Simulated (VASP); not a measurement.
# I (Cmce) in VASP: further runs, part 2 of 2

VASP 6.6.1. Earlier steps stand in the parts before.

## (5) Single point, PBE+D3(BJ)

This run uses another cell than the first one, of 39.68 Å³/atom.

INCAR reads:

```
SYSTEM = I
PREC     = Accurate       ! precision mode
ENCUT    = 520            ! plane-wave cutoff, eV
EDIFF    = 1E-6           ! SCF threshold, eV
ISMEAR   = -1             ! smearing method
SIGMA    = 0.05           ! smearing width, eV
LREAL    = .FALSE.        ! projectors in reciprocal space
LASPH    = .TRUE.         ! aspherical terms in the spheres
NELM     = 100            ! most SCF steps
ALGO     = Normal         ! electronic algorithm
ISIF     = 2              ! what is computed and relaxed
LWAVE    = .FALSE.        ! write WAVECAR
LCHARG   = .FALSE.        ! write CHGCAR
GGA      = PE             ! functional
IVDW     = 12             ! dispersion correction
NBANDS   = 22             ! bands
```

KPOINTS reads:

```
Automatic mesh
0
G
  7 7 3
  0 0 0
```

POSCAR reads:

```
I
1.0
    3.6682770517     -2.2451786982      0.0000000000
    3.6682770517      2.2451786982      0.0000000000
    0.0000000000      0.0000000000      9.6364994644
I
4
Direct
    0.6715490268      0.3284509732      0.3776002147
    0.1715490268      0.8284509732      0.1223997853
    0.3284509732      0.6715490268      0.6223997853
    0.8284509732      0.1715490268      0.8776002147
```

Potentials or basis: VASP PAW PBE potentials, release 64 (I).

Started as:

```sh
$ cat potpaw_PBE.64/I/POTCAR > POTCAR
$ mpirun -np 1 vasp_std > vasp.out
```

OUTCAR:

```text
SYSTEM = I
   PREC = Accurate
   ENCUT = 520
   EDIFF = 1E-6
   ISMEAR = -1
   LREAL = .FALSE.
   LASPH = .TRUE.
   NELM = 100
   ISIF = 2
   GGA = PE
   IVDW = 12
 IVDW          = 12

 ion  position               nearest neighbor table
   1  0.672  0.328  0.378-   3 2.82   2 3.33   2 3.33
   2  0.172  0.828  0.122-   4 2.82   1 3.33   1 3.33
   3  0.328  0.672  0.622-   1 2.82   4 3.33   4 3.33
   4  0.828  0.172  0.878-   2 2.82   3 3.33   3 3.33

  LATTYP: Found a base centered orthorhombic cell.
[... 803 lines left out ...]

  FORCE on cell =-STRESS in cart. coord.  units (eV):
  Direction    XX          YY          ZZ          XY          YZ          ZX
  --------------------------------------------------------------------------------------
  -------------------------------------------------------------------------------------
  Total       0.02758    -0.03552    -0.06465     0.00000    -0.00000     0.00000
  in kB       0.27836    -0.35856    -0.65258     0.00000    -0.00000     0.00000
  external pressure =       -0.24 kB  Pullay stress =        0.00 kB

 VOLUME and BASIS-vectors are now :
 -----------------------------------------------------------------------------
  energy-cutoff  :      520.00
  volume of cell :      158.73
      direct lattice vectors                 reciprocal lattice vectors
     3.668277052 -2.245178698  0.000000000     0.136303772 -0.222699423  0.000000000
     3.668277052  2.245178698  0.000000000     0.136303772  0.222699423  0.000000000
     0.000000000  0.000000000  9.636499464     0.000000000  0.000000000  0.103772122

 POSITION                                       TOTAL-FORCE (eV/Angst)
 -----------------------------------------------------------------------------------
      3.66828     -0.77032      3.63874         0.000000      0.009752      0.009702
      3.66828      1.47486      1.17951         0.000000      0.009752     -0.009702
      3.66828      0.77032      5.99776         0.000000     -0.009752     -0.009702
      3.66828     -1.47486      8.45699         0.000000     -0.009752      0.009702
 -----------------------------------------------------------------------------------
    total drift:                                0.000000     -0.000000      0.000000

  FREE ENERGIE OF THE ION-ELECTRON SYSTEM (eV)
  ---------------------------------------------------
  free  energy   TOTEN  =        -7.2599894369 eV

  energy  without entropy=       -7.2599738124  energy(sigma->0) =       -7.25998162
```

stdout:

```text
POSCAR found type information on POSCAR I
 POSCAR found :  1 types and       4 ions
 scaLAPACK will be used
 LDA part: xc-table for (Slater+PW92), standard interpolation
 POSCAR, INCAR and KPOINTS ok, starting setup
 FFT: planning ... GRIDC
 FFT: planning ... GRID_SOFT
 FFT: planning ... GRID
 WAVECAR not read
 entering main loop
```

It took 48 s on 1 thread of AMD EPYC 9R45 (Zen 5), shared host; peak memory 0.26 GiB.

What came out:

```yaml
Free_energy: -7.2600 eV
Pressure: 0.0 GPa
Largest_force: 0.014 eV/Å
Band_gap_on_the_k_mesh: 0.89 eV (least direct gap 1.17 eV)
Dispersion_energy_per_atom: -0.327 eV
```

Forces on the atoms (eV/Å):
```
I    0.000  0.010  0.010
I    0.000  0.010 -0.010
I    0.000 -0.010 -0.010
I    0.000 -0.010  0.010
```

Levels at points of the mesh, in eV from the valence-band top:
```
           k point  band 10  band 11  band 12  band 13  band 14  band 15  band 16  band 17  band 18  band 19
(0.00, 0.00, 0.00)    -1.29    -0.90    -0.78    -0.36     0.00     1.17     1.95     4.81     5.28     5.70
```

Caveat: spin-orbit coupling is left out, which moves the levels of the heavy elements.

## (6) Single point, PBE

This run uses another cell than the first one, of 42.63 Å³/atom.

INCAR reads:

```
PREC = Accurate ; ENCUT = 520
EDIFF = 1E-6 ; ISMEAR = 0
SIGMA = 0.019000000000000003 ; LREAL = False
LASPH = True ; NELM = 60
ALGO = Normal ; ISIF = 2
LWAVE = False ; LCHARG = True
GGA = PE ; LELF = True
LVHAR = True ; NBANDS = 22
```

KPOINTS reads:

```
regular mesh
0
Gamma
  7 7 3
```

POSCAR reads:

```
I
1.0
    3.6350350000     -2.3950200000      0.0000000000
    3.6350350000      2.3950200000      0.0000000000
    0.0000000000      0.0000000000      9.7934400000
I
4
Direct
    0.6493000000      0.3507000000      0.3844000000
    0.1493000000      0.8507000000      0.1156000000
    0.3507000000      0.6493000000      0.6156000000
    0.8507000000      0.1493000000      0.8844000000
```

Potentials or basis: VASP PAW PBE potentials, release 64 (I).

Started as:

```sh
$ cat potpaw_PBE.64/I/POTCAR > POTCAR
$ mpirun -np 1 vasp_std > vasp.out
```

Run time: 54 s. Hardware: 1 thread of AMD EPYC 9R45 (Zen 5), shared host; peak memory 0.27 GiB.

Results (log left out):

* Free energy: -5.8888 eV
* Pressure: 1.7 GPa
* Largest force: 0.844 eV/Å
* Band gap on the k mesh: 1.33 eV (least direct gap 1.41 eV)

Forces on the atoms (eV/Å):
```
I    0.000 -0.394 -0.747
I    0.000 -0.394  0.747
I    0.000  0.394  0.747
I    0.000  0.394 -0.747
```

Stress tensor (GPa, compression positive):
```
1.24 0.00 0.00
0.00 1.31 0.00
0.00 0.00 2.68
```

Levels at points of the mesh, in eV from the valence-band top:
| k point | band 12 | band 13 | band 14 | band 15 | band 16 | band 17 |
| --- | --- | --- | --- | --- | --- | --- |
| (0.00, 0.00, 0.00) | -0.53 | -0.07 | 0.00 | 1.41 | 2.25 | 5.29 |

Caveat: this functional lacks dispersion, which holds the molecules together, so the pressure and a relaxed volume are unreliable; spin-orbit coupling is left out, which moves the levels of the heavy elements.

## (7) The runs side by side

| level | cell | smearing | gap on the mesh (eV) | pressure (GPa) | largest force (eV/Å) |
| --- | --- | --- | --- | --- | --- |
| PBEsol+D3(BJ) | a = 4.102, b = 4.102, c = 9.497 Å, angles 90.0, 90.0, 63.3°, 4 atoms, atomic positions A | fermi-dirac 0.05 eV | 0.70 | 0.0 | 0.01 |
| PBEsol+D4 | a = 4.165, b = 4.165, c = 9.531 Å, angles 90.0, 90.0, 62.9°, 4 atoms, atomic positions B | fermi-dirac 0.05 eV | 0.75 | 0.0 | - |
| PBE+D4 | a = 4.275, b = 4.275, c = 9.629 Å, angles 90.0, 90.0, 63.3°, 4 atoms, atomic positions C | fermi-dirac 0.05 eV | 0.88 | 0.0 | 0.01 |
| PBE+D3(BJ) | a = 4.301, b = 4.301, c = 9.636 Å, angles 90.0, 90.0, 62.9°, 4 atoms, atomic positions D | fermi-dirac 0.05 eV | 0.89 | 0.0 | 0.01 |
| PBE | a = 4.353, b = 4.353, c = 9.793 Å, angles 90.0, 90.0, 66.8°, 4 atoms, atomic positions E | gaussian 0.019 eV | 1.33 | 1.7 | 0.84 |

Alike in all rows: task single point; potentials or basis VASP PAW PBE potentials, release 64 (I); no spin polarisation; k mesh 7 × 7 × 3; cutoff (eV) 520.

Caveats: spin-orbit coupling is left out, which moves the levels of the heavy elements; semilocal functionals underestimate gaps, and a narrow one can read as zero (at least some runs); the PAW data sets were made with another functional, which shifts forces and pressure a little (at least some runs); this functional lacks dispersion, which holds the molecules together, so the pressure and a relaxed volume are unreliable (at least some runs).

Absolute energies hang on the potentials; compare differences alone.
